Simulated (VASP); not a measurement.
Write the native input for VASP 6.6.1 that does the following.

* Task: single point
* Functional: LDA
* Potentials or basis: VASP PAW LDA potentials, release 64 (In_d)
* Cutoff: 400 eV
* k mesh: 3 × 3 × 1
* Occupations: fermi-dirac, width 0.1 eV
* Spin: no spin polarisation
* Dipole correction: no
* Further INCAR settings: ALGO = Normal; EDIFF = 1e-06; NBANDS = 62

The structure of In lies in POSCAR:

```
In
1.0
    3.3638400000      0.0000000000      0.0000000000
   -3.3638400000      5.8263400000      0.0000000000
    0.0000000000      0.0000000000     10.7997100000
In
8
Direct
    0.0002241449      0.0050923908      0.0101687916
    0.3422106881      0.3315419286      0.2451118595
   -0.0146773925     -0.0081310051      0.5019689418
    0.6700204912      0.1814636633      0.7486070459
   -0.0336045377      0.4832021475     -0.0067486997
    0.3515847225      0.8425483236      0.2537569990
    0.0014029185      0.4928177896      0.5004233447
    0.6828386678      0.6714647618      0.7467118099
```

One way to write it, as run:

INCAR

```
SYSTEM = In
PREC = Accurate ; ENCUT = 400
EDIFF = 1E-6 ; ISMEAR = -1
SIGMA = 0.1 ; LREAL = .False.
LASPH = .True. ; NELM = 120
ALGO = Normal ; ISIF = 2
LWAVE = .False. ; LCHARG = .False.
GGA = CA ; NBANDS = 62
GGA_COMPAT = .False.
```

KPOINTS

```
Automatic mesh
0
Gamma
  3 3 1
  0 0 0
```

Potentials or basis: VASP PAW LDA potentials, release 64 (In_d).

Launch:

```console
$ cat potpaw_LDA.64/In_d/POTCAR > POTCAR
$ mpirun -np 1 vasp_std > vasp.out
```

It gave:

The pressure is -3.2 GPa, the largest force is 0.233 eV/Å and the band gap on the k mesh is zero (bands 52 and 53 overlap by 1.52 eV).

Caveat: the k points lie up to 0.62 Å⁻¹ apart, too coarse for converged energies and pressures of a metal; spin-orbit coupling is left out, which moves the levels of the heavy elements.

It took 42 s on 1 thread of Intel(R) Xeon(R) Platinum 8259CL CPU @ 2.50GHz (Skylake/Cascade Lake) (shared host), peak memory 0.21 GiB.
